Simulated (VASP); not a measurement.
Write the native input for VASP 6.6.1 that does the following.

| Quantity | Value |
| --- | --- |
| Task | relaxation of cell and atoms |
| Functional | LDA |
| Potentials or basis | VASP PAW LDA potentials, release 64 (Sr_sv, O) |
| Cutoff | 600 eV |
| k mesh | 12 × 12 × 4 |
| Occupations | fermi-dirac, width 0.02 eV |
| Spin | no spin polarisation |
| Dipole correction | no |
| Further INCAR settings | ALGO = Normal; EDIFF = 1e-06; IBRION = 2; EDIFFG = -0.005; NSW = 80; ISIF = 3 |

The structure of SrO lies in POSCAR:

```
SrO
1.0
    3.5767947462      0.0000000000      0.0000000000
   -1.7883973731      3.0975951144      0.0000000000
    0.0000000000      0.0000000000      6.2429650184
Sr O
2 2
Direct
    0.3333333333      0.6666666667      0.2500000000
    0.6666666667      0.3333333333      0.7500000000
    0.0000000000      0.0000000000      0.0000000000
    0.0000000000      0.0000000000      0.5000000000
```

These files were run (other wordings do the same):

INCAR

```
SYSTEM = SrO
PREC = Accurate ; ENCUT = 600
EDIFF = 1E-6 ; ISMEAR = -1
SIGMA = 0.02 ; LREAL = .False.
LASPH = .True. ; NELM = 100
ALGO = Normal ; ISIF = 3
LWAVE = .False. ; LCHARG = .False.
IBRION = 2 ; NSW = 80
EDIFFG = -0.005
```

KPOINTS

```
Automatic mesh
0
Gamma
  12 12 4
  0 0 0
```

Potentials or basis: VASP PAW LDA potentials, release 64 (Sr_sv, O).

Launch:

```bash
$ cat potpaw_LDA.64/Sr_sv/POTCAR potpaw_LDA.64/O/POTCAR > POTCAR
$ mpirun -np 1 vasp_std > vasp.out
```

Results of the run:

```
Relaxed volume                        : 16.05 Å³/atom
Relaxed cell                          : a = 3.487 Å, b = 3.487 Å, c = 6.098 Å, α = 90.00°, β = 90.00°, γ = 120.00°
Space group after relaxing (to 0.1 Å) : P6_3/mmc (No. 194)
Energy gained by relaxing             : 26.3 meV/atom
Ionic steps                           : 8
Pressure after relaxing               : 0.0 GPa
Band gap on the k mesh                : 2.89 eV (least direct gap 3.15 eV)
```

Run time: 13 min on 1 thread of Intel Xeon 8259CL, with other jobs on the host, peak memory 0.25 GiB.
